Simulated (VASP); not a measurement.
Write the native input for VASP 6.6.1 that does the following.

* Task: relaxation of cell and atoms
* Functional: PBEsol
* Potentials or basis: VASP PAW PBE potentials, release 64 (Cu)
* Cutoff: 600 eV
* k mesh: 18 × 18 × 10
* Occupations: gaussian, width 0.1 eV
* Spin: no spin polarisation
* Dipole correction: no
* Further INCAR settings: ALGO = Fast; EDIFF = 1e-07; IBRION = 2; EDIFFG = -0.01; NSW = 80; ISIF = 3

The structure of Cu lies in POSCAR:

```
Cu
1.0
    2.5232603359      0.0000000000      0.0000000000
   -1.2616301679      2.1852075513      0.0000000000
    0.0000000000      0.0000000000      4.1116910574
Cu
2
Direct
    0.3333333333      0.6666666667      0.2500000000
    0.6666666667      0.3333333333      0.7500000000
```

This isn't the form of Cu at room conditions, which is fcc.

These files were run (other wordings do the same):

INCAR

```
SYSTEM = Cu
ALGO = Fast
EDIFF = 1E-7
EDIFFG = -0.01
ENCUT = 600
GGA = PS
IBRION = 2
ISIF = 3
ISMEAR = 0
LASPH = .TRUE.
LCHARG = .FALSE.
LREAL = .FALSE.
LWAVE = .FALSE.
NELM = 60
NSW = 80
PREC = Accurate
SIGMA = 0.1
```

KPOINTS

```
k-points
0
G
  18 18 10
  0 0 0
```

Potentials or basis: VASP PAW PBE potentials, release 64 (Cu).

Run with:

```console
$ cat potpaw_PBE.64/Cu/POTCAR > POTCAR
$ mpirun -np 1 vasp_std > vasp.out
```

Results of the run:

```
Relaxed volume                        : 11.38 Å³/atom
Relaxed cell                          : a = 2.525 Å, b = 2.525 Å, c = 4.123 Å, α = 90.00°, β = 90.00°, γ = 120.00°
Space group after relaxing (to 0.1 Å) : P6_3/mmc (No. 194)
Energy gained by relaxing             : 0.1 meV/atom
Ionic steps                           : 13
Pressure after relaxing               : -0.1 GPa
Band gap on the k mesh                : zero (bands 11 and 12 overlap by 6.11 eV)
```

Caveat: the PAW data sets were made with another functional, which shifts forces and pressure a little.

Run time: 7.6 min on 1 thread of Intel(R) Xeon(R) Platinum 8259CL CPU @ 2.50GHz (Skylake/Cascade Lake) (shared host), peak memory 0.22 GiB.
